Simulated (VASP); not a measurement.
BP:

```xyz
2
Lattice="0.0000 2.2690 2.2690 2.2690 0.0000 2.2690 2.2690 2.2690 0.0000" Properties=species:S:1:pos:R:3 pbc="T T T"
B     0.0000    0.0000    0.0000
P     3.4035    3.4035    3.4035
```

| Property | Result |
| --- | --- |
| Program | VASP 6.6.1 |
| Task | relaxation of cell and atoms |
| Functional | LDA |
| Potentials or basis | VASP PAW LDA potentials, release 64 (B, P) |
| Cutoff | 600 eV |
| k mesh | 8 × 8 × 8 |
| Occupations | gaussian, width 0.15 eV |
| Spin | no spin polarisation |

At the start: pressure -5.3 GPa; volume 11.68 Å³/atom.

How do energy, volume and symmetry change on relaxing?

Over 3 steps the energy falls by 6.3 meV/atom and the volume is 11.31 Å³/atom (-3.1 %); space group F-43m (No. 216, to 0.05 Å).

The path:
| step | energy change (eV) | largest force (eV/Å) | pressure (GPa) | volume (Å³) |
| --- | --- | --- | --- | --- |
| 1 | 0.0000 | 0.0000 | -5.30 | 23.36 |
| 2 | -0.0050 | 0.0000 | 4.49 | 22.08 |
| 3 | -0.0125 | 0.0000 | -0.01 | 22.63 |

Final structure:
```
CELL_PARAMETERS angstrom
0.00000 2.24494 2.24494
2.24494 0.00000 2.24494
2.24494 2.24494 0.00000
ATOMIC_POSITIONS crystal
B 0.00000 0.00000 0.00000
P 0.75000 0.75000 0.75000
```
